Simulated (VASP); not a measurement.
Write the native input for VASP 6.6.1 that does the following.

```yaml
Task: relaxation of cell and atoms
Functional: PBE
Potentials_or_basis: VASP PAW PBE potentials, release 64 (La)
Cutoff: 600 eV
k_mesh: 11 × 11 × 3
Occupations: fermi-dirac, width 0.1 eV
Spin: no spin polarisation
Target_pressure: 15 GPa
Dipole_correction: no
Further_INCAR_settings: ALGO = Normal; EDIFF = 1e-06; IBRION = 2; EDIFFG = -0.005; NSW = 60; ISIF = 3
```

The structure of La lies in POSCAR:

```
La
1.0
    3.3431255987      0.0000000000      0.0000000000
   -1.6715627994      2.8952316965      0.0000000000
    0.0000000000      0.0000000000     10.8651581958
La
4
Direct
    0.0000000000      0.0000000000      0.0000000000
    0.0000000000      0.0000000000      0.5000000000
    0.3333333333      0.6666666667      0.2500000000
    0.6666666667      0.3333333333      0.7500000000
```

The input as run:

INCAR

```
PREC     = Accurate       # precision mode
ENCUT    = 600            # plane-wave cutoff, eV
EDIFF    = 1E-6           # SCF threshold, eV
ISMEAR   = -1             # smearing method
SIGMA    = 0.1            # smearing width, eV
LREAL    = F              # projectors in reciprocal space
LASPH    = T              # aspherical terms in the spheres
NELM     = 100            # most SCF steps
ALGO     = Normal         # electronic algorithm
ISIF     = 3              # what is computed and relaxed
LWAVE    = F              # write WAVECAR
LCHARG   = F              # write CHGCAR
GGA      = PE             # functional
IBRION   = 2              # ionic algorithm
NSW      = 60             # ionic steps
EDIFFG   = -0.005         # ionic threshold
PSTRESS  = 150.0
```

KPOINTS

```
regular mesh
0
Gamma
  11 11 3
```

Potentials or basis: VASP PAW PBE potentials, release 64 (La).

The run is started by

```bash
$ cat potpaw_PBE.64/La/POTCAR > POTCAR
$ mpirun -np 1 vasp_std > vasp.out
```

It gave:

```yaml
Relaxed_volume: 25.94 Å³/atom
Relaxed_cell: a = 3.341 Å, b = 3.341 Å, c = 10.734 Å, α = 90.00°, β = 90.00°, γ = 120.00°
Space_group_after_relaxing_to_0.1_Å: P6_3/mmc (No. 194)
Energy_change_on_relaxing_the_run_minimises_the_enthalpy: +31.4 meV/atom
Ionic_steps: 5
Pressure_after_relaxing: 15.0 GPa
Band_gap_on_the_k_mesh: zero (bands 22 and 23 overlap by 1.48 eV)
```

Caveat: the cell is relaxed towards a set pressure, so the run minimises the enthalpy, not the energy; spin-orbit coupling is left out, which moves the levels of the heavy elements.

Run time: 7.7 min on 1 thread of AMD EPYC 7R43 64-Core Processor (Zen 3), with other jobs on the host, peak memory 0.29 GiB.
